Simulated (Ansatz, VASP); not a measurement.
Two plane-wave programs on ScHO2

```
Sc H O
1.0
     3.23353    0.00000    0.00000
    -1.61677    2.80032    0.00000
     0.00000    0.00000    9.06213
Sc H O
2 2 4
Direct
  0.00000 0.00000 0.50000
  0.00000 0.00000 0.00000
  0.66667 0.33333 0.75000
  0.33333 0.66667 0.25000
  0.66667 0.33333 0.61559
  0.66667 0.33333 0.88441
  0.33333 0.66667 0.11559
  0.33333 0.66667 0.38441
```

Alike in both runs: task relaxation of cell and atoms; functional PBEsol; k mesh 12 × 12 × 4; occupations gaussian, width 0.02 eV; no spin polarisation.

|  | VASP | Ansatz |
| --- | --- | --- |
| version | VASP 6.6.1 | Ansatz 0.2.0 |
| potentials or method | VASP PAW PBE potentials, release 64 (Sc_sv, H, O), cutoff 600 eV | scalar-relativistic, plane waves, PAW |
| valence electrons in the cell | 48 | 48 |

VASP gave:

| Item | Value |
| --- | --- |
| gap on the k mesh at the Fermi level, each at its own relaxed structure (eV) | 3.69 |
| relaxed volume (Å³/atom) | 9.95 |
| relaxed cell length with the largest relative difference (Å) | 3.198 |

Q: What did Ansatz give for the same quantities?

A: gap on the k mesh at the Fermi level, each at its own relaxed structure (eV): 3.73; relaxed volume (Å³/atom): 9.91; relaxed cell length with the largest relative difference (Å): 3.194.

VASP's potentials were made for PBE, not for PBEsol.
